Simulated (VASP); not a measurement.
# Hf (P6/mmm) in VASP: single point with r2SCAN

Aim: the single point of Hf with r2SCAN.

All numbers are computed with VASP 6.6.1; they aren't measurements. Logs are shortened: lines on timing, memory, paths and dates and some standing lists are left out, and cuts for length are marked.

## Step 1: The cell of the first run

Symmetry: P6/mmm, No. 191, hexagonal system. The conventional cell has a = 4.974 Å, b = 4.974 Å, c = 3.089 Å, α = 90.00°, β = 90.00°, γ = 120.00°. Hf (site symmetry -6m2) has 11 Hf at 2.87 to 3.26 Å within 3.8 Å. Within 4.1 Å of Hf (site symmetry 6/mmm) lie 14 Hf at 3.09 to 3.26 Å.

This isn't the form of Hf at room conditions, which is hcp.

## Step 2: Single point, r2SCAN

Contents of POSCAR:

```
Hf
1.0
    4.9736840333      0.0000000000      0.0000000000
   -2.4868420167      4.3073367233      0.0000000000
    0.0000000000      0.0000000000      3.0888922232
Hf
3
Direct
    0.6666666667      0.3333333333      0.5000000000
    0.3333333333      0.6666666667      0.5000000000
    0.0000000000      0.0000000000      0.0000000000
```

Contents of INCAR.step1:

```
SYSTEM = Hf
PREC     = Accurate       ! precision mode
ENCUT    = 550            ! plane-wave cutoff, eV
ISMEAR   = 0              ! smearing method
SIGMA    = 0.1            ! smearing width, eV
LREAL    = .FALSE.        ! projectors in reciprocal space
LASPH    = .TRUE.         ! aspherical terms in the spheres
NELM     = 120            ! most SCF steps
NBANDS   = 22             ! bands
GGA      = PE             ! functional
ALGO     = Normal         ! electronic algorithm
EDIFF    = 1E-5           ! SCF threshold, eV
LWAVE    = .TRUE.         ! write WAVECAR
LCHARG   = .FALSE.        ! write CHGCAR
GGA_COMPAT= .FALSE.
```

Contents of INCAR.step2:

```
SYSTEM = Hf
PREC     = Accurate       ! precision mode
ENCUT    = 550            ! plane-wave cutoff, eV
EDIFF    = 1E-6           ! SCF threshold, eV
ISMEAR   = 0              ! smearing method
SIGMA    = 0.1            ! smearing width, eV
LREAL    = .FALSE.        ! projectors in reciprocal space
LASPH    = .TRUE.         ! aspherical terms in the spheres
NELM     = 120            ! most SCF steps
ALGO     = Normal         ! electronic algorithm
ISIF     = 2              ! what is computed and relaxed
LWAVE    = .FALSE.        ! write WAVECAR
LCHARG   = .FALSE.        ! write CHGCAR
METAGGA  = R2SCAN         ! meta-GGA
LMIXTAU  = .TRUE.       
NBANDS   = 22             ! bands
ISTART   = 1            
GGA_COMPAT= .FALSE.
```

Contents of KPOINTS:

```
Automatic mesh
0
G
  12 12 16
  0 0 0
```

Potentials or basis: VASP PAW PBE potentials, release 64 (Hf_pv).

Command:

```console
$ cat potpaw_PBE.64/Hf_pv/POTCAR > POTCAR
$ cp INCAR.step1 INCAR
$ mpirun -np 1 vasp_std > vasp.out
$ cp INCAR.step2 INCAR
$ mpirun -np 1 vasp_std > vasp.out
```

OUTCAR:

```text
SYSTEM = Hf
   PREC = Accurate
   ENCUT = 550
   EDIFF = 1E-6
   ISMEAR = 0
   LREAL = .FALSE.
   LASPH = .TRUE.
   NELM = 120
   ISIF = 2
   METAGGA = R2SCAN
   ISTART = 1

 ion  position               nearest neighbor table
   1  0.667  0.333  0.500-   2 2.87   2 2.87   2 2.87   3 3.26   3 3.26   3 3.26   3 3.26   3 3.26
                             3 3.26
   2  0.333  0.667  0.500-   1 2.87   1 2.87   1 2.87   3 3.26   3 3.26   3 3.26   3 3.26   3 3.26
                             3 3.26
   3  0.000  0.000  0.000-   1 3.26   2 3.26   1 3.26   2 3.26   1 3.26   1 3.26   2 3.26   2 3.26
                             1 3.26   1 3.26   2 3.26   2 3.26

  LATTYP: Found a hexagonal cell.
 ALAT       =     4.9736840333
 C/A-ratio  =     0.6210471358

  Lattice vectors:

 A1 = (   4.9736840333,   0.0000000000,   0.0000000000)
 A2 = (  -2.4868420167,   4.3073367233,   0.0000000000)
 A3 = (   0.0000000000,   0.0000000000,   3.0888922232)

Analysis of symmetry for initial positions (statically):
=====================================================================
 Subroutine PRICEL returns:
 Original cell was already a primitive cell.

 Routine SETGRP: Setting up the symmetry group for a
 hexagonal supercell.

 Subroutine GETGRP returns: Found 24 space group operations
 (whereof 24 operations were pure point group operations)
 out of a pool of 24 trial point group operations.

The static configuration has the point symmetry D_6h.

Analysis of symmetry for dynamics (positions and initial velocities):
=====================================================================
 Subroutine PRICEL returns:
 Original cell was already a primitive cell.

 Routine SETGRP: Setting up the symmetry group for a
 hexagonal supercell.

 Subroutine GETGRP returns: Found 24 space group operations
 (whereof 24 operations were pure point group operations)
 out of a pool of 24 trial point group operations.

The dynamic configuration has the point symmetry D_6h.

 Subroutine INISYM returns: Found 24 space group operations
 (whereof 24 operations are pure point group operations),
 and found     1 'primitive' translations

----------------------------------------------------------------------------------------

                                     Primitive cell

  volume of cell :      66.1744

  direct lattice vectors                    reciprocal lattice vectors
     4.973684033  0.000000000  0.000000000     0.201058208  0.116081011  0.000000000
    -2.486842017  4.307336723  0.000000000     0.000000000  0.232162021  0.000000000
     0.000000000  0.000000000  3.088892223     0.000000000  0.000000000  0.323740658

  length of vectors
     4.973684033  4.973684033  3.088892223     0.232162021  0.232162021  0.323740658

  position of ions in fractional coordinates (direct lattice)
     0.666666667  0.333333333  0.500000000
     0.333333333  0.666666667  0.500000000
     0.000000000  0.000000000  0.000000000

  ion indices of the primitive-cell ions
   primitive index   ion index
                 1           1
                 2           2
                 3           3

----------------------------------------------------------------------------------------

 KPOINTS: Automatic mesh

Automatic generation of k-mesh.
 Grid dimensions read from file:
 generate k-points for:   12   12   16

 Generating k-lattice:

  Cartesian coordinates                     Fractional coordinates (reciprocal lattice)
     0.016754851  0.009673418  0.000000000     0.083333333  0.000000000  0.000000000
     0.000000000  0.019346835  0.000000000     0.000000000  0.083333333  0.000000000
     0.000000000  0.000000000  0.020233791     0.000000000  0.000000000  0.062500000

  Length of vectors
     0.019346835  0.019346835  0.020233791

  Shift w.r.t. Gamma in fractional coordinates (k-lattice)
     0.000000000  0.000000000  0.000000000

 Subroutine IBZKPT returns following result:
 ===========================================

 Found    171 irreducible k-points:

 Following reciprocal coordinates:
            Coordinates               Weight
  0.000000  0.000000  0.000000      1.000000
  0.083333  0.000000  0.000000      6.000000
  0.166667  0.000000  0.000000      6.000000
  0.250000 -0.000000  0.000000      6.000000
  0.333333  0.000000  0.000000      6.000000
  0.416667  0.000000  0.000000      6.000000
[... 16 lines left out ...]
  0.250000 -0.000000  0.062500     12.000000
  0.333333  0.000000  0.062500     12.000000
 [... further k-points ...]
   k-points           NKPTS =    171   k-points in BZ     NKDIM =    171   number of bands    NBANDS=     22
   number of dos      NEDOS =    301   number of ions     NIONS =      3
   total plane-waves  NPLWV =  38400
   dimension x,y,z NGX =    40 NGY =   40 NGZ =   24
   dimension x,y,z NGXF=    80 NGYF=   80 NGZF=   48
   ions per type =               3
   NGX,Y,Z   is equivalent  to a cutoff of  13.37, 13.37, 12.92 a.u.
   NGXF,Y,Z  is equivalent  to a cutoff of  26.74, 26.74, 25.83 a.u.
 SYSTEM =  Hf
   PREC   = accura    normal or accurate (medium, high low for compatibility)
   ISTART =      1    job   : 0-new  1-cont  2-samecut
   ICHARG =      0    charge: 1-file 2-atom 10-const
   ISPIN  =      1    spin polarized calculation?
   LNONCOLLINEAR =      F non collinear calculations
   LSORBIT =      F    spin-orbit coupling
   LASPH  =      T    aspherical Exc in radial PAW
   ENCUT  =  550.0 eV  40.42 Ry    6.36 a.u.   9.51  9.51  5.91*2*pi/ulx,y,z
   NELM   =    120;   NELMIN=  2; NELMDL=  0     # of ELM steps
   EDIFF  = 0.1E-05   stopping-criterion for ELM
   LREAL  =      F    real-space projection
   EDIFFG = 0.1E-04   stopping-criterion for IOM
   NSW    =      0    number of steps for IOM
   IBRION =     -1    ionic relax: 0-MD 1-quasi-New 2-CG
   NFREE  =      0    steps in history (QN), initial steepest desc. (CG)
   ISIF   =      2    stress and relaxation
   ISYM   =      2    0-nonsym 1-usesym 2-fastsym
   POTIM  = 0.5000    time-step for ionic-motion
   TEBEG  =    0.0;   TEEND  =   0.0 temperature during run
   PSTRESS=    0.0 pullay stress
   NELECT =      30.0000    total number of electrons
   NUPDOWN=      -1.0000    fix difference up-down
   EMIN   =  10.00;   EMAX   =-10.00  energy-range for DOS
   EFERMI =   0.00;   METHOD = LEGACY
   ISMEAR =     0;   SIGMA  =   0.10  broadening in eV -4-tet -1-fermi 0-gaus
   EFERMI_NEDOS =   21; number of points for ismear=-14 and -15
   IALGO  =     38    algorithm
   IMIX   =      4    mixing-type and parameters
     AMIX     =   0.40;   BMIX     =  1.00
     AMIX_MAG =   1.60;   BMIX_MAG =  1.00
  volume/ion in A,a.u.               =      22.06       148.86
  Fermi-wavevector in a.u.,A,eV,Ry     =   1.257627  2.376571 21.519337  1.581627
  Thomas-Fermi vector in A             =   2.391277
   LORBIT       =      0    0 simple, 1 ext, 2 COOP (PROOUT), +10 PAW based schemes
   METAGGA = R2SCAN    functional components
   LHFCALC =     F    Hartree Fock is set to
   AEXX    =    0.0000 exact exchange contribution
   IVDW    =     0    specifies the selected vdW correction
   LEPSILON=     F    determine dielectric tensor
   LRPA    =     F    only Hartree local field effects (RPA)
 non-spin polarized calculation
 Gauss-broadening in eV      SIGMA  =   0.10
  energy-cutoff  :      550.00
  volume of cell :       66.17
 maximum number of plane-waves:      1992
 NGX is ok and might be reduce to    40
   NGX = 19   NGY = 19   NGZ = 11

 number of electron      30.0000003 magnetization

 Free energy of the ion-electron system (eV)
  ---------------------------------------------------
  ext. energy  EPLUGINS =         0.00000000
  ---------------------------------------------------
  free energy    TOTEN  =      -135.35436662 eV

  energy without entropy =     -135.34339151  energy(sigma->0) =     -135.34887906

 E-fermi :   4.7383     XC(G=0): -12.2288

 val. band max:        4.7338467168   @ k =   0.4167   0.0833   0.1250
 cond. band min:       4.7442868742   @ k =   0.3333   0.3333   0.1875
 fundamental gap:      0.0104401574
 Fermi energy:         4.7383345077

 k-point     1 :       0.0000    0.0000    0.0000
  band No.  band energies     occupation
      1     -27.1098      2.00000
      2     -27.1098      2.00000
      3     -27.1038      2.00000
      4     -27.1038      2.00000
      5     -26.7131      2.00000
      6     -26.4791      2.00000
[... 14 lines left out ...]
     21       7.8666      0.00000
     22       7.9147      0.00000

 k-point     2 :       0.0833    0.0000    0.0000
  band No.  band energies     occupation
      1     -27.1778      2.00000
      2     -27.1686      2.00000
      3     -27.0344      2.00000
      4     -27.0272      2.00000
      5     -26.7100      2.00000
      6     -26.4801      2.00000
[... 14 lines left out ...]
     21       7.5324      0.00000
     22       8.3344      0.00000

 k-point     3 :       0.1667    0.0000    0.0000
  band No.  band energies     occupation
      1     -27.2429      2.00000
      2     -27.2028      2.00000
      3     -26.9656      2.00000
      4     -26.9439      2.00000
      5     -26.7010      2.00000
      6     -26.4825      2.00000
[... 14 lines left out ...]
     21       7.4290      0.00000
     22       8.8088      0.00000

 k-point     4 :       0.2500   -0.0000    0.0000
  band No.  band energies     occupation
      1     -27.2982      2.00000
      2     -27.2044      2.00000
      3     -26.9051      2.00000
      4     -26.8777      2.00000
      5     -26.6882      2.00000
      6     -26.4853      2.00000
[... 14 lines left out ...]
     21       7.8219      0.00000
     22       9.2994      0.00000

 k-point     5 :       0.3333    0.0000    0.0000
  band No.  band energies     occupation
      1     -27.3401      2.00000
      2     -27.1729      2.00000
      3     -26.8594      2.00000
      4     -26.8575      2.00000
      5     -26.6745      2.00000
      6     -26.5339      2.00000
[... 417 lines left out ...]
 k-point    22 :       0.1667    0.0000    0.0625
  band No.  band energies     occupation
      1     -27.2371      2.00000
      2     -27.1978      2.00000
      3     -26.9644      2.00000
      4     -26.9434      2.00000
      5     -26.7211      2.00000
      6     -26.5088      2.00000
[... 14 lines left out ...]
     21       7.4590      0.00000
     22       8.8587      0.00000

 k-point    23 :       0.2500   -0.0000    0.0625
  band No.  band energies     occupation
      1     -27.2916      2.00000
      2     -27.1998      2.00000
      3     -26.9052      2.00000
      4     -26.8794      2.00000
      5     -26.7094      2.00000
      6     -26.5153      2.00000
[... 14 lines left out ...]
     21       7.7782      0.00000
     22       9.3538      0.00000

 k-point    24 :       0.3333    0.0000    0.0625
  band No.  band energies     occupation
      1     -27.3331      2.00000
      2     -27.1696      2.00000
      3     -26.8636      2.00000
      4     -26.8589      2.00000
      5     -26.6953      2.00000
      6     -26.5328      2.00000
[... 14 lines left out ...]
     21       8.2911      0.00000
     22       9.1644      0.00000

 [... further k-points ...]
[... 5 lines left out ...]
  --------------------------------------------------------------------------------------
  -------------------------------------------------------------------------------------
  Total       -0.2332036     -0.2332036     -0.2345578      0.0000000      0.0000000     -0.0000000
  in kB       -5.6461971     -5.6461971     -5.6789843      0.0000000      0.0000000     -0.0000000
  external PRESSURE =      -5.6571261 kB  Pullay stress =       0.0000000 kB

 VOLUME and BASIS-vectors are now :
 -----------------------------------------------------------------------------
  energy-cutoff  :      550.00
  volume of cell :       66.17
      direct lattice vectors                 reciprocal lattice vectors
     4.973684033  0.000000000  0.000000000     0.201058208  0.116081011  0.000000000
    -2.486842017  4.307336723  0.000000000     0.000000000  0.232162021  0.000000000
     0.000000000  0.000000000  3.088892223     0.000000000  0.000000000  0.323740658

 POSITION                                       TOTAL-FORCE (eV/Angst)
 -----------------------------------------------------------------------------------
      2.48684      1.43578      1.54445        -0.000000      0.000000      0.000000
     -0.00000      2.87156      1.54445         0.000000     -0.000000     -0.000000
      0.00000      0.00000      0.00000         0.000000      0.000000      0.000000
 -----------------------------------------------------------------------------------
    total drift:                                0.000000     -0.000000      0.000000

  FREE ENERGIE OF THE ION-ELECTRON SYSTEM (eV)
  ---------------------------------------------------
  free  energy   TOTEN  =      -135.3543666155 eV

  energy  without entropy=     -135.3433915052  energy(sigma->0) =     -135.34887906
```

It took 7.4 min on 1 thread of Intel Xeon Platinum 8488C (Sapphire Rapids), shared host; peak memory 0.36 GiB.

What came out:

- Free energy: -135.3544 eV
- Pressure: -0.6 GPa
- Band gap on the k mesh: zero (bands 15 and 16 overlap by 0.91 eV)

Caveat: the PAW data sets were made with another functional, which shifts forces and pressure a little; spin-orbit coupling is left out, which moves the levels of the heavy elements.
